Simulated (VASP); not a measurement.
# C (I4/mmm) in VASP: notebook

The runs below take C through single point, with LDA.

All numbers are computed with VASP 6.6.1; they aren't measurements. Logs are shortened: lines on timing, memory, paths and dates and some standing lists are left out, and cuts for length are marked.

### 1 The cell of the first run

Symmetry: I4/mmm, No. 139, tetragonal system. Conventional cell: a = 4.965 Å, b = 4.965 Å, c = 4.748 Å, α = 90.00°, β = 90.00°, γ = 90.00°. C (site symmetry m) has 4 C at 1.48 to 1.62 Å within 2.0 Å.

### 2 Single point, LDA (strain +0.030 along x and y, -0.015 along z)

Input file INCAR:

```
PREC = Accurate
ENCUT = 520
EDIFF = 1E-6
ISMEAR = 0
SIGMA = 0.05
LREAL = False
LASPH = True
NELM = 80
ALGO = Normal
ISIF = 2
LWAVE = False
LCHARG = True
GGA = CA
LELF = True
LVHAR = True
NBANDS = 26
```

Input file KPOINTS:

```
Automatic mesh
0
Gamma
  8 8 8
```

Input file POSCAR:

```
C
1.0
   -2.4827102475      2.4827102475      2.3742423240
    2.4827102475     -2.4827102475      2.3742423240
    2.4827102475      2.4827102475     -2.3742423240
C
8
Direct
    0.3254710859      0.0000000000      0.0000000000
    0.6745289141      0.6745289141      0.6745289141
    0.0000000000      0.3254710859      0.0000000000
    0.0000000000      0.0000000000      0.3254710859
    0.0000000000      0.6745289141      0.0000000000
    0.3254710859      0.3254710859      0.3254710859
    0.6745289141      0.0000000000      0.0000000000
    0.0000000000      0.0000000000      0.6745289141
```

Potentials or basis: VASP PAW LDA potentials, release 64 (C).

The run is started by

```
> cat potpaw_LDA.64/C/POTCAR > POTCAR
> mpirun -np 1 vasp_std > vasp.out
```

OUTCAR:

```text
PREC = Accurate
   ENCUT = 520
   EDIFF = 1E-6
   ISMEAR = 0
   LREAL = False
   LASPH = True
   NELM = 80
   ISIF = 2
   GGA = CA

 ion  position               nearest neighbor table
   1  0.325  0.000  0.000-   7 1.48   5 1.55   6 1.62   8 1.62
   2  0.675  0.675  0.675-   6 1.48   8 1.55   7 1.62   5 1.62
   3  0.000  0.325  0.000-   5 1.48   7 1.55   6 1.62   8 1.62
   4  0.000  0.000  0.325-   8 1.48   6 1.55   7 1.62   5 1.62
   5  0.000  0.675  0.000-   3 1.48   1 1.55   2 1.62   4 1.62
   6  0.325  0.325  0.325-   2 1.48   4 1.55   3 1.62   1 1.62
   7  0.675  0.000  0.000-   1 1.48   3 1.55   2 1.62   4 1.62
   8  0.000  0.000  0.675-   4 1.48   2 1.55   3 1.62   1 1.62

  LATTYP: Found a body centered tetragonal cell.
 ALAT       =     4.9654204950
 C/A-ratio  =     0.9563106796

  Lattice vectors:

 A1 = (  -2.4827102475,   2.4827102475,   2.3742423240)
 A2 = (   2.4827102475,  -2.4827102475,   2.3742423240)
 A3 = (   2.4827102475,   2.4827102475,  -2.3742423240)

Analysis of symmetry for initial positions (statically):
=====================================================================
 Subroutine PRICEL returns:
 Original cell was already a primitive cell.

 Routine SETGRP: Setting up the symmetry group for a
 body centered tetragonal supercell.

 Subroutine GETGRP returns: Found 16 space group operations
 (whereof 16 operations were pure point group operations)
 out of a pool of 16 trial point group operations.

The static configuration has the point symmetry D_4h.

Analysis of symmetry for dynamics (positions and initial velocities):
=====================================================================
 Subroutine PRICEL returns:
 Original cell was already a primitive cell.

 Routine SETGRP: Setting up the symmetry group for a
 body centered tetragonal supercell.

 Subroutine GETGRP returns: Found 16 space group operations
 (whereof 16 operations were pure point group operations)
 out of a pool of 16 trial point group operations.

The dynamic configuration has the point symmetry D_4h.

 Subroutine INISYM returns: Found 16 space group operations
 (whereof 16 operations are pure point group operations),
 and found     1 'primitive' translations

----------------------------------------------------------------------------------------

                                     Primitive cell

  volume of cell :      58.5379

  direct lattice vectors                    reciprocal lattice vectors
    -2.482710248  2.482710248  2.374242324     0.000000000  0.201392813  0.210593500
     2.482710248 -2.482710248  2.374242324     0.201392813  0.000000000  0.210593500
     2.482710248  2.482710248 -2.374242324     0.201392813  0.201392813  0.000000000

  length of vectors
     4.238481681  4.238481681  4.238481681     0.291390952  0.291390952  0.284812447

  position of ions in fractional coordinates (direct lattice)
     0.325471086  0.000000000  0.000000000
     0.674528914  0.674528914  0.674528914
     0.000000000  0.325471086  0.000000000
     0.000000000  0.000000000  0.325471086
     0.000000000  0.674528914  0.000000000
     0.325471086  0.325471086  0.325471086
     0.674528914  0.000000000  0.000000000
     0.000000000  0.000000000  0.674528914

  ion indices of the primitive-cell ions
   primitive index   ion index
                 1           1
                 2           2
                 3           3
                 4           4
                 5           5
                 6           6
                 7           7
                 8           8

----------------------------------------------------------------------------------------

 KPOINTS: Automatic mesh

Automatic generation of k-mesh.
 Grid dimensions read from file:
 generate k-points for:    8    8    8

 Generating k-lattice:

  Cartesian coordinates                     Fractional coordinates (reciprocal lattice)
     0.000000000  0.025174102  0.026324187     0.125000000  0.000000000  0.000000000
     0.025174102  0.000000000  0.026324187     0.000000000  0.125000000  0.000000000
     0.025174102  0.025174102  0.000000000     0.000000000  0.000000000  0.125000000

  Length of vectors
     0.036423869  0.036423869  0.035601556

  Shift w.r.t. Gamma in fractional coordinates (k-lattice)
     0.000000000  0.000000000  0.000000000

 Subroutine IBZKPT returns following result:
 ===========================================

 Found     59 irreducible k-points:

 Following reciprocal coordinates:
            Coordinates               Weight
  0.000000  0.000000  0.000000      1.000000
  0.125000  0.000000  0.000000      8.000000
  0.250000  0.000000  0.000000      8.000000
  0.375000  0.000000 -0.000000      8.000000
  0.500000  0.000000  0.000000      4.000000
  0.125000  0.125000  0.000000      8.000000
[... 16 lines left out ...]
  0.250000  0.125000  0.125000     16.000000
  0.375000  0.125000  0.125000      8.000000
 [... further k-points ...]
   k-points           NKPTS =     59   k-points in BZ     NKDIM =     59   number of bands    NBANDS=     26
   number of dos      NEDOS =    301   number of ions     NIONS =      8
   total plane-waves  NPLWV =  32768
   dimension x,y,z NGX =    32 NGY =   32 NGZ =   32
   dimension x,y,z NGXF=    64 NGYF=   64 NGZF=   64
   ions per type =               8
   NGX,Y,Z   is equivalent  to a cutoff of  12.55, 12.55, 12.55 a.u.
   NGXF,Y,Z  is equivalent  to a cutoff of  25.10, 25.10, 25.10 a.u.
 SYSTEM =  unknown system
   PREC   = accura    normal or accurate (medium, high low for compatibility)
   ISTART =      0    job   : 0-new  1-cont  2-samecut
   ICHARG =      2    charge: 1-file 2-atom 10-const
   ISPIN  =      1    spin polarized calculation?
   LNONCOLLINEAR =      F non collinear calculations
   LSORBIT =      F    spin-orbit coupling
   LASPH  =      T    aspherical Exc in radial PAW
   ENCUT  =  520.0 eV  38.22 Ry    6.18 a.u.   7.88  7.88  7.88*2*pi/ulx,y,z
   NELM   =     80;   NELMIN=  2; NELMDL= -5     # of ELM steps
   EDIFF  = 0.1E-05   stopping-criterion for ELM
   LREAL  =      F    real-space projection
   EDIFFG = 0.1E-04   stopping-criterion for IOM
   NSW    =      0    number of steps for IOM
   IBRION =     -1    ionic relax: 0-MD 1-quasi-New 2-CG
   NFREE  =      0    steps in history (QN), initial steepest desc. (CG)
   ISIF   =      2    stress and relaxation
   ISYM   =      2    0-nonsym 1-usesym 2-fastsym
   POTIM  = 0.5000    time-step for ionic-motion
   TEBEG  =    0.0;   TEEND  =   0.0 temperature during run
   PSTRESS=    0.0 pullay stress
   NELECT =      32.0000    total number of electrons
   NUPDOWN=      -1.0000    fix difference up-down
   EMIN   =  10.00;   EMAX   =-10.00  energy-range for DOS
   EFERMI =   0.00;   METHOD = LEGACY
   ISMEAR =     0;   SIGMA  =   0.05  broadening in eV -4-tet -1-fermi 0-gaus
   EFERMI_NEDOS =   21; number of points for ismear=-14 and -15
   IALGO  =     38    algorithm
   IMIX   =      4    mixing-type and parameters
     AMIX     =   0.40;   BMIX     =  1.00
     AMIX_MAG =   1.60;   BMIX_MAG =  1.00
  volume/ion in A,a.u.               =       7.32        49.38
  Fermi-wavevector in a.u.,A,eV,Ry     =   1.338584  2.529558 24.379034  1.791808
  Thomas-Fermi vector in A             =   2.467043
   LORBIT       =      0    0 simple, 1 ext, 2 COOP (PROOUT), +10 PAW based schemes
   GGA     = CA    functional components
   LHFCALC =     F    Hartree Fock is set to
   AEXX    =    0.0000 exact exchange contribution
   IVDW    =     0    specifies the selected vdW correction
   LEPSILON=     F    determine dielectric tensor
   LRPA    =     F    only Hartree local field effects (RPA)
 non-spin polarized calculation
 Gauss-broadening in eV      SIGMA  =   0.05
  energy-cutoff  :      520.00
  volume of cell :       58.54
 maximum number of plane-waves:      1601
   NGX = 15   NGY = 15   NGZ = 15

 number of electron      31.9999999 magnetization

 Free energy of the ion-electron system (eV)
  ---------------------------------------------------
  ext. energy  EPLUGINS =         0.00000000
  ---------------------------------------------------
  free energy    TOTEN  =       -75.05073772 eV

  energy without entropy =      -75.05073772  energy(sigma->0) =      -75.05073772

 E-fermi :   7.0185     XC(G=0): -11.8161

 val. band max:        6.7222581935   @ k =   0.5000   0.5000   0.5000
 cond. band min:       9.1585650175   @ k =   0.1250   0.1250   0.1250
 fundamental gap:      2.4363068240
 Fermi energy:         7.0185152531

 k-point     1 :       0.0000    0.0000    0.0000
  band No.  band energies     occupation
      1     -14.1272      2.00000
      2      -6.4271      2.00000
      3      -6.4271      2.00000
      4      -5.6444      2.00000
      5      -5.5649      2.00000
      6      -5.0010      2.00000
[... 18 lines left out ...]
     25      17.2846      0.00000
     26      17.2860      0.00000

 k-point     2 :       0.1250    0.0000    0.0000
  band No.  band energies     occupation
      1     -14.0295      2.00000
      2      -7.1415      2.00000
      3      -6.9443      2.00000
      4      -5.8863      2.00000
      5      -5.4986      2.00000
      6      -5.0154      2.00000
[... 18 lines left out ...]
     25      17.2593      0.00000
     26      17.5238      0.00000

 k-point     3 :       0.2500    0.0000    0.0000
  band No.  band energies     occupation
      1     -13.7623      2.00000
      2      -8.3322      2.00000
      3      -7.5449      2.00000
      4      -5.8608      2.00000
      5      -5.6595      2.00000
      6      -5.1139      2.00000
[... 572 lines left out ...]
 k-point    23 :       0.2500    0.1250    0.1250
  band No.  band energies     occupation
      1     -13.3419      2.00000
      2      -9.2315      2.00000
      3      -8.1646      2.00000
      4      -7.3369      2.00000
      5      -4.5171      2.00000
      6      -4.1359      2.00000
[... 18 lines left out ...]
     25      17.6450      0.00000
     26      17.8535      0.00000

 k-point    24 :       0.3750    0.1250    0.1250
  band No.  band energies     occupation
      1     -13.2073      2.00000
      2      -9.4015      2.00000
      3      -8.4723      2.00000
      4      -7.3941      2.00000
      5      -4.5300      2.00000
      6      -4.0935      2.00000
[... 18 lines left out ...]
     25      17.7990      0.00000
     26      17.8925      0.00000

 [... further k-points ...]
[... 5 lines left out ...]
  --------------------------------------------------------------------------------------
  -------------------------------------------------------------------------------------
  Total       -7.5430611     -7.5430611      1.6071272      0.0000000     -0.0000000      0.0000000
  in kB     -206.4529525   -206.4529525     43.9869378      0.0000000     -0.0000000      0.0000000
  external PRESSURE =    -122.9729891 kB  Pullay stress =       0.0000000 kB

 VOLUME and BASIS-vectors are now :
 -----------------------------------------------------------------------------
  energy-cutoff  :      520.00
  volume of cell :       58.54
      direct lattice vectors                 reciprocal lattice vectors
    -2.482710248  2.482710248  2.374242324     0.000000000  0.201392813  0.210593500
     2.482710248 -2.482710248  2.374242324     0.201392813  0.000000000  0.210593500
     2.482710248  2.482710248 -2.374242324     0.201392813  0.201392813  0.000000000

 POSITION                                       TOTAL-FORCE (eV/Angst)
 -----------------------------------------------------------------------------------
     -0.80805      0.80805      0.77275         0.381412     -0.381412      0.661848
      1.67466      1.67466      1.60150         0.381412      0.381412     -0.661848
      0.80805     -0.80805      0.77275        -0.381412      0.381412      0.661848
      0.80805      0.80805     -0.77275        -0.381412     -0.381412     -0.661848
      1.67466     -1.67466      1.60150         0.381412     -0.381412     -0.661848
      0.80805      0.80805      0.77275        -0.381412     -0.381412      0.661848
     -1.67466      1.67466      1.60150        -0.381412      0.381412     -0.661848
      1.67466      1.67466     -1.60150         0.381412      0.381412      0.661848
 -----------------------------------------------------------------------------------
    total drift:                                0.000000      0.000000     -0.000000

  FREE ENERGIE OF THE ION-ELECTRON SYSTEM (eV)
  ---------------------------------------------------
  free  energy   TOTEN  =       -75.0507377229 eV

  energy  without entropy=      -75.0507377229  energy(sigma->0) =      -75.05073772
```

It took 67 s on 1 thread of Intel Xeon 6975P-C, shared host; peak memory 0.18 GiB.

Results:

```yaml
Free_energy: -75.0507 eV
Pressure: -12.3 GPa
Largest_force: 0.854 eV/Å
Band_gap_on_the_k_mesh: 2.44 eV, indirect (least direct gap 3.36 eV)
```

Forces on the atoms (eV/Å):
```
C    0.381 -0.381  0.662
C    0.381  0.381 -0.662
C   -0.381  0.381  0.662
C   -0.381 -0.381 -0.662
C    0.381 -0.381 -0.662
C   -0.381 -0.381  0.662
C   -0.381  0.381 -0.662
C    0.381  0.381  0.662
```

Levels at points of the mesh, in eV from the valence-band top:
```csv
k point,band 13,band 14,band 15,band 16,band 17,band 18,band 19,band 20
"(0.00, 0.00, 0.00)",-5.43,-1.15,-0.52,-0.52,2.98,2.98,4.82,7.23
"(0.50, 0.00, 0.00)",-3.48,-3.32,-2.53,-2.47,3.48,4.43,5.35,5.55
"(0.50, 0.50, 0.00)",-3.85,-3.01,-2.96,-2.31,3.23,5.02,5.99,6.16
"(0.50, 0.50, 0.50)",-6.06,-0.58,-0.58,0.00,3.39,4.67,5.58,5.58
```

Caveat: the cell differs from its parent crystal (strain +0.030 along x and y, -0.015 along z). A k mesh can miss the band edges.

### 3 Single point, LDA (strain -0.030 along x and y, +0.015 along z)

Input file INCAR:

```
PREC = Accurate
ENCUT = 520
EDIFF = 1E-7
ISMEAR = 0
SIGMA = 0.05
LREAL = False
LASPH = True
NELM = 60
ALGO = Normal
ISIF = 2
LWAVE = False
LCHARG = False
NBANDS = 26
```

Input file KPOINTS:

```
regular mesh
0
Gamma
  8 8 8
```

Changes to POSCAR since step 2:

```diff
@@ -2,5 +2,5 @@
 1.0
-   -2.4827102475      2.4827102475      2.3742423240
-    2.4827102475     -2.4827102475      2.3742423240
-    2.4827102475      2.4827102475     -2.3742423240
+   -2.3380863495      2.3380863495      2.4465542730
+    2.3380863495     -2.3380863495      2.4465542730
+    2.3380863495      2.3380863495     -2.4465542730
 C
```

Potentials or basis: VASP PAW LDA potentials, release 64 (C).

The run is started by

```
> cat potpaw_LDA.64/C/POTCAR > POTCAR
> mpirun -np 1 vasp_std > vasp.out
```

It took 58 s on 1 thread of Intel Xeon 6975P-C (Granite Rapids), shared host; peak memory 0.17 GiB.

Results (log left out):

```
Free energy            : -74.9761 eV
Pressure               : 19.1 GPa
Largest force          : 1.109 eV/Å
Band gap on the k mesh : 2.32 eV, indirect (least direct gap 2.85 eV)
```

Forces on the atoms (eV/Å):
```
C   -0.669  0.669 -0.578
C   -0.669 -0.669  0.578
C    0.669 -0.669 -0.578
C    0.669  0.669  0.578
C   -0.669  0.669  0.578
C    0.669  0.669 -0.578
C    0.669 -0.669  0.578
C   -0.669 -0.669 -0.578
```

Stress tensor (GPa, compression positive):
```
28.82  0.00  0.00
 0.00 28.82  0.00
 0.00  0.00 -0.44
```

Levels at points of the mesh, in eV from the valence-band top:
| k point | band 13 | band 14 | band 15 | band 16 | band 17 | band 18 | band 19 | band 20 |
| --- | --- | --- | --- | --- | --- | --- | --- | --- |
| (0.00, 0.00, 0.00) | -5.73 | -0.70 | -0.70 | -0.06 | 2.79 | 4.72 | 4.72 | 7.57 |
| (0.50, 0.00, 0.00) | -3.58 | -3.24 | -2.84 | -2.31 | 3.67 | 5.62 | 6.09 | 6.71 |
| (0.50, 0.50, 0.00) | -3.74 | -3.03 | -2.56 | -2.32 | 3.97 | 4.45 | 5.52 | 6.06 |
| (0.50, 0.50, 0.50) | -5.77 | -0.58 | 0.00 | 0.00 | 3.63 | 5.44 | 5.44 | 6.62 |

Caveat: the cell differs from its parent crystal (strain -0.030 along x and y, +0.015 along z); forces of over 1 eV/Å act on the atoms, so gaps and moduli don't describe the material at rest.

[end of part 1 of 2]
